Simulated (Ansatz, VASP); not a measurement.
# LaAg4: VASP beside Ansatz

Contents of POSCAR:

```
LaAg4
1.0
    3.3802200000      5.4979220000      0.0000000000
    3.3802200000     -5.4979220000      0.0000000000
    0.0000000000      0.0000000000     -6.5279820000
La Ag
2 8
Direct
    0.7346700000      0.2653300000      0.7500000000
    0.2653300000      0.7346700000      0.2500000000
    0.1487900000      0.8512100000      0.7500000000
    0.8512100000      0.1487900000      0.2500000000
    0.3909300000      0.6090700000      0.7500000000
    0.6090700000      0.3909300000      0.2500000000
    0.2186000000      0.2186000000      0.0000000000
    0.7814000000      0.7814000000      0.5000000000
    0.7814000000      0.7814000000      0.0000000000
    0.2186000000      0.2186000000      0.5000000000
```

Contents of INCAR.step1:

```
SYSTEM = LaAg4
  ALGO = Normal
  EDIFF = 1E-4
  ENCUT = 520
  GGA = PE
  ISMEAR = 0
  LASPH = .True.
  LCHARG = .False.
  LREAL = .False.
  LWAVE = .True.
  NBANDS = 66
  NELM = 60
  PREC = Accurate
  SIGMA = 0.0976
```

File INCAR.step2:

```
SYSTEM = LaAg4
  ALGO = Normal
  EDIFF = 1E-6
  ENCUT = 520
  ISIF = 2
  ISMEAR = 0
  ISTART = 1
  LASPH = .True.
  LCHARG = .False.
  LMIXTAU = .True.
  LREAL = .False.
  LWAVE = .False.
  METAGGA = R2SCAN
  NBANDS = 66
  NELM = 60
  PREC = Accurate
  SIGMA = 0.0976
```

Contents of KPOINTS:

```
k-points
0
Gamma
  3 3 3
  0 0 0
```

Input for Ansatz:

```yaml
crystal:
  lattice:
    - [3.38022, 5.497922, 0.0]
    - [3.38022, -5.497922, 0.0]
    - [0.0, 0.0, -6.527982]
  atoms:
    - { symbol: La, position: [0.73467, 0.26533, 0.75] }
    - { symbol: La, position: [0.26533, 0.73467, 0.25] }
    - { symbol: Ag, position: [0.14879, 0.85121, 0.75] }
    - { symbol: Ag, position: [0.85121, 0.14879, 0.25] }
    - { symbol: Ag, position: [0.39093, 0.60907, 0.75] }
    - { symbol: Ag, position: [0.60907, 0.39093, 0.25] }
    - { symbol: Ag, position: [0.2186, 0.2186, 0.0] }
    - { symbol: Ag, position: [0.7814, 0.7814, 0.5] }
    - { symbol: Ag, position: [0.7814, 0.7814, 0.0] }
    - { symbol: Ag, position: [0.2186, 0.2186, 0.5] }
  symmetry: { tolerance: 0.0003 }
kpoints:
  mp_grid: { grid: [3, 3, 3], shift: [0, 0, 0] }
magnetization:
  spin_polarized: false
scf:
  occupations: { method: gaussian, width: 0.0976 }
hamiltonian:
  pseudopotentials: { kind: paw }
  xc: r2scan
basis:
  ecutwfc: 500
output:
  forces: true
  stress: true
  eigenvalues: true
```

Alike in both runs: task single point; functional r2SCAN; k mesh 3 × 3 × 3; occupations gaussian, width 0.0976 eV; no spin polarisation.

```csv
,VASP,Ansatz
version,VASP 6.6.1,Ansatz 0.2.0
potentials or method,"VASP PAW PBE potentials, release 64 (La, Ag), cutoff 520 eV",PAW plane waves
valence electrons in the cell,110,174
```

```tsv
	VASP	Ansatz	Ansatz less VASP
gap on the k mesh at the Fermi level (eV)	none	none	-
pressure (GPa)	-3.6	-3.6	0.00
traceless stress, the component that is largest in VASP (GPa)	0.15	0.14	-0.004
rms of the force components (eV/Å)	0.078	0.077	-0.0013
```

VASP's potentials were made for PBE, not for r2SCAN. Atom by atom the forces differ by 0.003 eV/Å (rms over components). A gap of «none» marks a metal or a gap that the smearing closes. VASP's potentials hold 110 valence electrons a cell and Ansatz's 174, so a difference there can come from the potentials and not from the codes.

The k mesh is coarse, so the values compare programs but aren't converged. Neither program's run includes spin-orbit coupling.
